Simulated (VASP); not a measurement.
# IrRh3 (Pm-3m) in VASP: further runs

Runs on IrRh3. Level: LDA. Tasks: single point, relaxation of cell and atoms.

All numbers are computed with VASP 6.6.1; they aren't measurements. Logs are shortened: lines on timing, memory, paths and dates and some standing lists are left out, and cuts for length are marked.

## 1. The cell of the first run

It takes space group Pm-3m (No. 221, cubic). The conventional cell has a = 3.767 Å, b = 3.767 Å, c = 3.767 Å, α = 90.00°, β = 90.00°, γ = 90.00°. Within 3.5 Å of Ir (site symmetry m-3m) lie 12 Rh at 2.66 Å. Rh (site symmetry 4/mmm) has 4 Ir at 2.66 Å and 8 Rh at 2.66 Å within 3.5 Å.

## 2. Single point, LDA

INCAR

```
PREC     = Accurate       # precision mode
ENCUT    = 520            # plane-wave cutoff, eV
EDIFF    = 1E-6           # SCF threshold, eV
ISMEAR   = -1             # smearing method
SIGMA    = 0.05           # smearing width, eV
LREAL    = F              # projectors in reciprocal space
LASPH    = T              # aspherical terms in the spheres
NELM     = 100            # most SCF steps
ALGO     = Normal         # electronic algorithm
ISIF     = 2              # what is computed and relaxed
LWAVE    = F              # write WAVECAR
LCHARG   = F              # write CHGCAR
NBANDS   = 35             # bands
```

KPOINTS

```
Automatic mesh
0
Gamma
  6 6 6
```

POSCAR

```
IrRh3
1.0
    3.7668156167      0.0000000000      0.0000000000
    0.0000000000      3.7668156167      0.0000000000
    0.0000000000      0.0000000000      3.7668156167
Ir Rh
1 3
Direct
    0.0000000000      0.0000000000      0.0000000000
    0.0000000000      0.5000000000      0.5000000000
    0.5000000000      0.0000000000      0.5000000000
    0.5000000000      0.5000000000      0.0000000000
```

Potentials or basis: VASP PAW LDA potentials, release 64 (Ir, Rh_pv).

Launch:

```sh
> cat potpaw_LDA.64/Ir/POTCAR potpaw_LDA.64/Rh_pv/POTCAR > POTCAR
> mpirun -np 1 vasp_std > vasp.out
```

OUTCAR:

```text
PREC = Accurate
   ENCUT = 520
   EDIFF = 1E-6
   ISMEAR = -1
   LREAL = F
   LASPH = T
   NELM = 100
   ISIF = 2

 ion  position               nearest neighbor table
   1  0.000  0.000  0.000-   2 2.66   3 2.66   4 2.66   2 2.66   3 2.66   2 2.66   4 2.66   2 2.66
                             3 2.66   4 2.66   3 2.66   4 2.66
   2  0.000  0.500  0.500-   1 2.66   3 2.66   4 2.66   1 2.66   4 2.66   1 2.66   3 2.66   1 2.66
                             3 2.66   4 2.66   4 2.66   3 2.66
   3  0.500  0.000  0.500-   1 2.66   2 2.66   4 2.66   1 2.66   4 2.66   2 2.66   4 2.66   4 2.66
                             1 2.66   2 2.66   1 2.66   2 2.66
   4  0.500  0.500  0.000-   1 2.66   2 2.66   3 2.66   2 2.66   3 2.66   1 2.66   3 2.66   3 2.66
                             1 2.66   2 2.66   2 2.66   1 2.66

  LATTYP: Found a simple cubic cell.
 ALAT       =     3.7668156167

  Lattice vectors:

 A1 = (   3.7668156167,   0.0000000000,   0.0000000000)
 A2 = (   0.0000000000,   3.7668156167,   0.0000000000)
 A3 = (   0.0000000000,   0.0000000000,   3.7668156167)

Analysis of symmetry for initial positions (statically):
=====================================================================
 Subroutine PRICEL returns:
 Original cell was already a primitive cell.

 Routine SETGRP: Setting up the symmetry group for a
 simple cubic supercell.

 Subroutine GETGRP returns: Found 48 space group operations
 (whereof 48 operations were pure point group operations)
 out of a pool of 48 trial point group operations.

The static configuration has the point symmetry O_h .

Analysis of symmetry for dynamics (positions and initial velocities):
=====================================================================
 Subroutine PRICEL returns:
 Original cell was already a primitive cell.

 Routine SETGRP: Setting up the symmetry group for a
 simple cubic supercell.

 Subroutine GETGRP returns: Found 48 space group operations
 (whereof 48 operations were pure point group operations)
 out of a pool of 48 trial point group operations.

The dynamic configuration has the point symmetry O_h .

 Subroutine INISYM returns: Found 48 space group operations
 (whereof 48 operations are pure point group operations),
 and found     1 'primitive' translations

----------------------------------------------------------------------------------------

                                     Primitive cell

  volume of cell :      53.4470

[... 86 lines left out ...]
   NELM   =    100;   NELMIN=  2; NELMDL= -5     # of ELM steps
   EDIFF  = 0.1E-05   stopping-criterion for ELM
   LREAL  =      F    real-space projection
   EDIFFG = 0.1E-04   stopping-criterion for IOM
   NSW    =      0    number of steps for IOM
   IBRION =     -1    ionic relax: 0-MD 1-quasi-New 2-CG
   NFREE  =      0    steps in history (QN), initial steepest desc. (CG)
   ISIF   =      2    stress and relaxation
   ISYM   =      2    0-nonsym 1-usesym 2-fastsym
   POTIM  = 0.5000    time-step for ionic-motion
   TEBEG  =    0.0;   TEEND  =   0.0 temperature during run
   PSTRESS=    0.0 pullay stress
   NELECT =      54.0000    total number of electrons
   NUPDOWN=      -1.0000    fix difference up-down
   EMIN   =  10.00;   EMAX   =-10.00  energy-range for DOS
   EFERMI =   0.00;   METHOD = LEGACY
   ISMEAR =    -1;   SIGMA  =   0.05  broadening in eV -4-tet -1-fermi 0-gaus
   EFERMI_NEDOS =   21; number of points for ismear=-14 and -15
   IALGO  =     38    algorithm
   IMIX   =      4    mixing-type and parameters
     AMIX     =   0.40;   BMIX     =  1.00
     AMIX_MAG =   1.60;   BMIX_MAG =  1.00
  volume/ion in A,a.u.               =      13.36        90.17
  Fermi-wavevector in a.u.,A,eV,Ry     =   1.642726  3.104301 36.715971  2.698548
  Thomas-Fermi vector in A             =   2.732980
   LORBIT       =      0    0 simple, 1 ext, 2 COOP (PROOUT), +10 PAW based schemes
   GGA     = CA    functional components
   LHFCALC =     F    Hartree Fock is set to
   AEXX    =    0.0000 exact exchange contribution
   IVDW    =     0    specifies the selected vdW correction
   LEPSILON=     F    determine dielectric tensor
   LRPA    =     F    only Hartree local field effects (RPA)
 non-spin polarized calculation
  energy-cutoff  :      520.00
  volume of cell :       53.45
 maximum number of plane-waves:      1472
   NGX = 15   NGY = 15   NGZ = 15

 number of electron      54.0000020 magnetization

 Free energy of the ion-electron system (eV)
  ---------------------------------------------------
  ext. energy  EPLUGINS =         0.00000000
  ---------------------------------------------------
  free energy    TOTEN  =       -36.49420071 eV

  energy without entropy =      -36.46372904  energy(sigma->0) =      -36.47896488

 E-fermi :  11.9981     XC(G=0): -14.5240

 val. band max:       11.9666919197   @ k =   0.3333   0.3333   0.0000
 cond. band min:      12.0169090149   @ k =   0.5000   0.1667   0.1667
 fundamental gap:      0.0502170952
 Fermi energy:        11.9980679765

 k-point     1 :       0.0000    0.0000    0.0000
  band No.  band energies     occupation
      1     -35.0066      2.00000
      2     -35.0066      2.00000
      3     -35.0066      2.00000
      4     -34.6828      2.00000
      5     -34.6828      2.00000
      6     -34.6828      2.00000
[... 749 lines left out ...]
     34      19.0056      0.00000
     35      21.2558      0.00000

------------------------ aborting loop because EDIFF is reached ----------------------------------------

  FORCE on cell =-STRESS in cart. coord.  units (eV):
  Direction    XX          YY          ZZ          XY          YZ          ZX
  --------------------------------------------------------------------------------------
  -------------------------------------------------------------------------------------
  Total        0.4429939      0.4429939      0.4429939      0.0000000      0.0000000     -0.0000000
  in kB       13.2796066     13.2796066     13.2796066      0.0000000      0.0000000     -0.0000000
  external PRESSURE =      13.2796066 kB  Pullay stress =       0.0000000 kB

 VOLUME and BASIS-vectors are now :
 -----------------------------------------------------------------------------
  energy-cutoff  :      520.00
  volume of cell :       53.45
      direct lattice vectors                 reciprocal lattice vectors
     3.766815617  0.000000000  0.000000000     0.265476228  0.000000000  0.000000000
     0.000000000  3.766815617  0.000000000     0.000000000  0.265476228  0.000000000
     0.000000000  0.000000000  3.766815617     0.000000000  0.000000000  0.265476228

 POSITION                                       TOTAL-FORCE (eV/Angst)
 -----------------------------------------------------------------------------------
      0.00000      0.00000      0.00000         0.000000      0.000000      0.000000
      0.00000      1.88341      1.88341         0.000000      0.000000      0.000000
      1.88341      0.00000      1.88341         0.000000      0.000000      0.000000
      1.88341      1.88341      0.00000         0.000000      0.000000      0.000000
 -----------------------------------------------------------------------------------
    total drift:                                0.000000      0.000000      0.000000

  FREE ENERGIE OF THE ION-ELECTRON SYSTEM (eV)
  ---------------------------------------------------
  free  energy   TOTEN  =       -36.4942007077 eV

  energy  without entropy=      -36.4637290449  energy(sigma->0) =      -36.47896488
```

It took 41 s on 1 thread of Intel Xeon 8259CL, shared host; peak memory 0.16 GiB.

Results:

```
Free energy            : -36.4942 eV
Pressure               : 1.3 GPa
Band gap on the k mesh : zero (bands 27 and 28 overlap by 2.02 eV)
```

Caveat: spin-orbit coupling is left out, which moves the levels of the heavy elements.

## 3. Relaxation of cell and atoms, LDA

This run uses another cell than the first one, of 13.90 Å³/atom.

INCAR

```
SYSTEM = IrRh3
PREC = Accurate
ENCUT = 600
EDIFF = 1E-6
ISMEAR = -1
SIGMA = 0.05
LREAL = .False.
LASPH = .True.
NELM = 100
ALGO = Normal
ISIF = 3
LWAVE = .False.
LCHARG = .False.
IBRION = 2
NSW = 80
EDIFFG = -0.01
```

KPOINTS

```
Automatic mesh
0
Gamma
  6 6 6
  0 0 0
```

POSCAR

```
IrRh3
1.0
    3.8170602900      0.0000000000      0.0000000000
    0.0000000000      3.8170602900      0.0000000000
    0.0000000000      0.0000000000      3.8170602900
Ir Rh
1 3
Direct
    0.0000000000      0.0000000000      0.0000000000
    0.0000000000      0.5000000013      0.5000000013
    0.5000000013      0.0000000000      0.5000000013
    0.5000000013      0.5000000013      0.0000000000
```

Potentials or basis: VASP PAW LDA potentials, release 64 (Ir, Rh_pv).

Launch:

```sh
> cat potpaw_LDA.64/Ir/POTCAR potpaw_LDA.64/Rh_pv/POTCAR > POTCAR
> mpirun -np 1 vasp_std > vasp.out
```

OUTCAR:

```text
SYSTEM = IrRh3
   PREC = Accurate
   ENCUT = 600
   EDIFF = 1E-6
   ISMEAR = -1
   LREAL = .False.
   LASPH = .True.
   NELM = 100
   ISIF = 3
   IBRION = 2
   NSW = 80
   EDIFFG = -0.01

 ion  position               nearest neighbor table
   1  0.000  0.000  0.000-   2 2.70   3 2.70   4 2.70   4 2.70   2 2.70   3 2.70   3 2.70   4 2.70
                             2 2.70   3 2.70   2 2.70   4 2.70
   2  0.000  0.500  0.500-   1 2.70   3 2.70   4 2.70   4 2.70   3 2.70   1 2.70   4 2.70   1 2.70
                             3 2.70   3 2.70   4 2.70   1 2.70
   3  0.500  0.000  0.500-   1 2.70   2 2.70   4 2.70   4 2.70   2 2.70   1 2.70   4 2.70   1 2.70
                             2 2.70   4 2.70   2 2.70   1 2.70
   4  0.500  0.500  0.000-   1 2.70   2 2.70   3 2.70   3 2.70   2 2.70   1 2.70   3 2.70   1 2.70
                             2 2.70   3 2.70   2 2.70   1 2.70

  LATTYP: Found a simple cubic cell.
 ALAT       =     3.8170602900

  Lattice vectors:

 A1 = (   3.8170602900,   0.0000000000,   0.0000000000)
 A2 = (   0.0000000000,   3.8170602900,   0.0000000000)
 A3 = (   0.0000000000,   0.0000000000,   3.8170602900)

Analysis of symmetry for initial positions (statically):
=====================================================================
 Subroutine PRICEL returns:
 Original cell was already a primitive cell.

 Routine SETGRP: Setting up the symmetry group for a
 simple cubic supercell.

 Subroutine GETGRP returns: Found 48 space group operations
 (whereof 48 operations were pure point group operations)
 out of a pool of 48 trial point group operations.

The static configuration has the point symmetry O_h .

Analysis of symmetry for dynamics (positions and initial velocities):
=====================================================================
 Subroutine PRICEL returns:
 Original cell was already a primitive cell.

 Routine SETGRP: Setting up the symmetry group for a
 simple cubic supercell.

 Subroutine GETGRP returns: Found 48 space group operations
[... 109 lines left out ...]
   ISYM   =      2    0-nonsym 1-usesym 2-fastsym
   POTIM  = 0.5000    time-step for ionic-motion
   TEBEG  =    0.0;   TEEND  =   0.0 temperature during run
   PSTRESS=    0.0 pullay stress
   NELECT =      54.0000    total number of electrons
   NUPDOWN=      -1.0000    fix difference up-down
   EMIN   =  10.00;   EMAX   =-10.00  energy-range for DOS
   EFERMI =   0.00;   METHOD = LEGACY
   ISMEAR =    -1;   SIGMA  =   0.05  broadening in eV -4-tet -1-fermi 0-gaus
   EFERMI_NEDOS =   21; number of points for ismear=-14 and -15
   IALGO  =     38    algorithm
   IMIX   =      4    mixing-type and parameters
     AMIX     =   0.40;   BMIX     =  1.00
     AMIX_MAG =   1.60;   BMIX_MAG =  1.00
  volume/ion in A,a.u.               =      13.90        93.83
  Fermi-wavevector in a.u.,A,eV,Ry     =   1.621102  3.063439 35.755735  2.627972
  Thomas-Fermi vector in A             =   2.714933
   LORBIT       =      0    0 simple, 1 ext, 2 COOP (PROOUT), +10 PAW based schemes
   GGA     = CA    functional components
   LHFCALC =     F    Hartree Fock is set to
   AEXX    =    0.0000 exact exchange contribution
   IVDW    =     0    specifies the selected vdW correction
   LEPSILON=     F    determine dielectric tensor
   LRPA    =     F    only Hartree local field effects (RPA)
 conjugate gradient relaxation of ions
 non-spin polarized calculation
  energy-cutoff  :      600.00
  volume of cell :       55.61
 maximum number of plane-waves:      1881
   NGX = 15   NGY = 15   NGZ = 15

--------------------------------------- Ionic step        1  -------------------------------------------

 number of electron      54.0000012 magnetization

 Free energy of the ion-electron system (eV)
  ---------------------------------------------------
  ext. energy  EPLUGINS =         0.00000000
  ---------------------------------------------------
  free energy    TOTEN  =       -36.42565390 eV

  energy without entropy =      -36.39324772  energy(sigma->0) =      -36.40945081

------------------------ aborting loop because EDIFF is reached ----------------------------------------

  FORCE on cell =-STRESS in cart. coord.  units (eV):
  Direction    XX          YY          ZZ          XY          YZ          ZX
  --------------------------------------------------------------------------------------
  -------------------------------------------------------------------------------------
  Total       -3.8797941     -3.8797941     -3.8797941      0.0000000      0.0000000     -0.0000000
  in kB     -111.7717896   -111.7717896   -111.7717896      0.0000000      0.0000000     -0.0000000
  external PRESSURE =    -111.7717896 kB  Pullay stress =       0.0000000 kB
[... 101 lines left out ...]
--------------------------------------- Ionic step        4  -------------------------------------------

 number of electron      53.9999979 magnetization

 Free energy of the ion-electron system (eV)
  ---------------------------------------------------
  ext. energy  EPLUGINS =         0.00000000
  ---------------------------------------------------
  free energy    TOTEN  =       -36.49696378 eV

  energy without entropy =      -36.46631109  energy(sigma->0) =      -36.48163744

 E-fermi :  11.9217     XC(G=0): -14.4990

 val. band max:       11.8908392986   @ k =   0.3333   0.3333   0.0000
 cond. band min:      11.9404267214   @ k =   0.5000   0.1667   0.1667
 fundamental gap:      0.0495874228
 Fermi energy:        11.9217081259

 k-point     1 :       0.0000    0.0000    0.0000
  band No.  band energies     occupation
      1     -35.0665      2.00000
      2     -35.0665      2.00000
      3     -35.0665      2.00000
      4     -34.7473      2.00000
      5     -34.7473      2.00000
      6     -34.7473      2.00000
[... 720 lines left out ...]
  FREE ENERGIE OF THE ION-ELECTRON SYSTEM (eV)
  ---------------------------------------------------
  free  energy   TOTEN  =       -36.4969637848 eV

  energy  without entropy=      -36.4663110869  energy(sigma->0) =      -36.48163744

 reached required accuracy - stopping structural energy minimisation
```

OSZICAR:

```text
N       E                     dE             d eps       ncg     rms          rms(c)
DAV:   1     0.725020630132E+03    0.72502E+03   -0.34971E+04  1304   0.212E+03
DAV:   2    -0.912847483927E+01   -0.73415E+03   -0.72093E+03  1344   0.623E+02
[... 40 lines left out ...]
DAV:   1    -0.364987741608E+02   -0.19549E-02   -0.35137E-02  1320   0.182E+00    0.333E-01
DAV:   2    -0.364979176248E+02    0.85654E-03   -0.12485E-02  1528   0.111E+00    0.214E-01
DAV:   3    -0.364970284645E+02    0.88916E-03   -0.41765E-03  1672   0.692E-01    0.729E-02
DAV:   4    -0.364969629754E+02    0.65489E-04   -0.32079E-04  1504   0.169E-01    0.234E-02
DAV:   5    -0.364969648394E+02   -0.18639E-05   -0.24529E-05  1432   0.442E-02    0.878E-03
DAV:   6    -0.364969637529E+02    0.10865E-05   -0.38240E-06  1192   0.208E-02    0.147E-03
DAV:   7    -0.364969637848E+02   -0.31861E-07   -0.42878E-07   664   0.465E-03
   4 F= -.36496964E+02 E0= -.36481637E+02  d E =-.713099E-01
```

Wall time 3.1 min (1 thread of Intel Xeon 8259CL, shared host); peak memory 0.19 GiB.

Results:

```
Free energy                           : -36.4970 eV
Relaxed volume                        : 13.42 Å³/atom
Relaxed cell                          : a = 3.772 Å, b = 3.772 Å, c = 3.772 Å, α = 90.00°, β = 90.00°, γ = 90.00°
Space group after relaxing (to 0.1 Å) : Pm-3m (No. 221)
Energy gained by relaxing             : 17.8 meV/atom
Ionic steps                           : 4
Pressure after relaxing               : -0.1 GPa
Band gap on the k mesh                : zero (bands 27 and 28 overlap by 2.01 eV)
```

The path:
| step | energy change (eV) | largest force (eV/Å) | pressure (GPa) | volume (Å³) |
| --- | --- | --- | --- | --- |
| 1 | 0.0000 | 0.0000 | -11.18 | 55.61 |
| 2 | 0.6672 | 0.0000 | 48.07 | 48.17 |
| 3 | -0.0712 | 0.0000 | -0.54 | 53.73 |
| 4 | -0.0713 | 0.0000 | -0.10 | 53.66 |

Final structure:
```
Ir Rh
1.0
     3.77182    0.00000    0.00000
     0.00000    3.77182    0.00000
     0.00000    0.00000    3.77182
Ir Rh
1 3
Direct
  0.00000 0.00000 0.00000
  0.00000 0.50000 0.50000
  0.50000 0.00000 0.50000
  0.50000 0.50000 0.00000
```

Caveat: spin-orbit coupling is left out, which moves the levels of the heavy elements.
